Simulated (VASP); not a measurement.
Sb:

```
Sb
1.0
     2.15420    1.24373    3.75800
    -2.15420    1.24373    3.75800
     0.00000   -2.48746    3.75800
Sb
2
Direct
  0.76651 0.76651 0.76651
  0.23349 0.23349 0.23349
```

Base run:

| Quantity | Value |
| --- | --- |
| Program | VASP 6.6.1 |
| Functional | r2SCAN |
| Potentials or basis | VASP PAW PBE potentials, release 64 (Sb_d_GW) |
| Cutoff | 550 eV |
| k mesh | 8 × 8 × 8 |
| Occupations | fermi-dirac, width 0.05 eV |
| Spin | no spin polarisation |

Its results: pressure 1.6 GPa; largest force 0.007 eV/Å.

Task: The run is repeated on the same cell with these changes: functional from r2SCAN to r2SCANh; cutoff from 550 eV to 440 eV; k mesh from 8 × 8 × 8 to 4 × 4 × 4. What comes out?

Result: Pressure 1.2 GPa; largest force 0.319 eV/Å.

Several settings changed at once.

Caveats: some runs use coarse meshes; the PAW data sets were made with another functional, which shifts forces and pressure a little.
